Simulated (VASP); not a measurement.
Runs of VASP 6.6.1 on BaTiO3. It takes space group R3m (No. 160, trigonal). The conventional cell has a = 5.638 Å, b = 5.638 Å, c = 6.931 Å, α = 90.00°, β = 90.00°, γ = 120.00°. Ba (site symmetry 3m) has 12 O at 2.77 to 2.88 Å and 8 Ti at 3.38 to 3.56 Å within 3.7 Å. Within 2.5 Å of Ti (site symmetry 3m) lie 6 O at 1.87 to 2.13 Å. Within 2.5 Å of O (site symmetry m) lie 2 Ti at 1.87 to 2.13 Å. 

```csv
level,potentials or basis,cutoff (eV),second run,gap on the mesh (eV),pressure (GPa),largest force (eV/Å)
r2SCAN,"VASP PAW PBE potentials, release 64 (Ba_sv, Ti_sv, O_h)",910,hard_potentials,(a),5.3,0.21
RPBE,"VASP PAW PBE potentials, release 64 (Ba_sv, Ti_sv, O)",520,-,2.51,12.8,(b)
r2SCAN,"VASP PAW PBE potentials, release 64 (Ba_sv, Ti_sv, O)",520,-,2.87,5.6,0.23
RPBE,"VASP PAW PBE potentials, release 64 (Ba_sv, Ti_sv, O_h)",910,hard_potentials,2.51,12.4,(c)
```

Alike in all rows: task single point; no spin polarisation; cell as given; k mesh 5 × 5 × 5; smearing fermi-dirac 0.0102 eV.

Problem. Estimate the missing entries.

Solution. (a) 2.88; (b) 0.27; (c) 0.25.

Caveats: the PAW data sets were made with another functional, which shifts forces and pressure a little; spin-orbit coupling is left out, which moves the levels of the heavy elements; the cutoff is under 1.25 times the usual one of these potentials, so pressure, stress and relaxed cells hold a basis-set (Pulay) error (some runs).

A k mesh can miss the band edges, and the runs leave out spin-orbit coupling on Ba.
